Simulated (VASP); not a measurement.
**H3C18N: single point with PBE+D3(BJ)**

System: H3C18N, a slab with vacuum.

```
C N H
1.0
     7.39800    0.00000    0.00000
    -3.69900    6.40686    0.00000
     0.00000    0.00000   12.00000
C N H
18 1 3
Cartesian
  -0.0273 -0.0871 0.8113
  1.2001 0.6123 0.9006
  -1.2651 2.0523 1.2882
  0.0034 2.7845 0.9695
  -2.4988 4.1937 0.8108
  -1.2795 4.9069 0.9005
  2.4087 -0.0981 0.9820
  3.6766 0.6340 1.3673
  1.2077 2.0708 0.8998
  2.4350 2.7690 0.8151
  -0.0126 4.1842 0.8998
  1.2059 4.8983 0.8155
  4.9319 -0.0843 0.9269
  6.1218 0.5993 0.9221
  3.6822 2.0804 0.9263
  4.8692 2.7688 0.9212
  2.4368 4.1896 0.7628
  3.6679 4.9001 0.7608
  3.7781 0.6935 2.8753
  6.0927 2.0299 2.4035
  2.9324 1.1447 3.2359
  3.7674 -0.2654 3.2350
```

```yaml
Program: VASP 6.6.1
Task: single point
Functional: PBE
Dispersion: D3(BJ)
Potentials_or_basis: VASP PAW PBE potentials, release 64 (C, N, H)
Cutoff: 520 eV
k_mesh: 2 × 2 × 1
Occupations: gaussian, width 0.05 eV
Spin: no spin polarisation
Dipole_correction: no
Further_INCAR_settings: LREAL = Auto; ALGO = Normal; EDIFF = 1e-06; NBANDS = 57
```

```yaml
Largest_force: 0.059 eV/Å
Band_gap_on_the_k_mesh: 0.36 eV
Dispersion_energy_per_atom: -0.084 eV
```

Forces on the atoms (eV/Å):
```
C    0.003 -0.004 -0.001
C   -0.004 -0.002 -0.001
C    0.010  0.004 -0.020
C   -0.007 -0.012  0.002
C   -0.006  0.000 -0.001
C    0.006 -0.008 -0.007
C    0.013  0.000 -0.006
C    0.007  0.014  0.013
C   -0.005 -0.005 -0.009
C    0.009  0.004 -0.002
C   -0.004  0.009 -0.004
C   -0.003  0.002  0.001
C    0.002  0.002 -0.008
C   -0.007  0.016 -0.007
C   -0.006 -0.007 -0.013
C    0.007  0.000 -0.009
C    0.001  0.000 -0.004
C   -0.004  0.004 -0.004
N   -0.045 -0.035  0.016
H   -0.003 -0.003  0.041
H    0.016  0.020  0.011
H    0.020  0.003  0.011
```

Levels at points of the mesh, in eV from the valence-band top:
```csv
k point,band 36,band 37,band 38,band 39,band 40,band 41,band 42,band 43,band 44,band 45
"(0.00, 0.00, 0.00)",-2.78,-2.38,-1.99,-1.48,0.00,0.36,2.02,2.42,3.15,4.09
"(0.50, 0.00, 0.00)",-2.45,-2.37,-2.31,-2.15,-1.80,1.97,2.48,2.61,2.75,2.86
"(0.00, 0.50, 0.00)",-2.60,-2.49,-2.30,-1.87,-0.80,0.86,2.16,2.62,2.85,3.73
"(0.50, 0.50, 0.00)",-2.60,-2.49,-2.30,-1.87,-0.80,0.86,2.16,2.62,2.86,3.73
```

It took 2.7 min on 1 thread of Intel(R) Xeon(R) 6975P-C (Granite Rapids) (shared host), peak memory 0.59 GiB.

Caveat: the k points lie up to 0.49 Å⁻¹ apart.
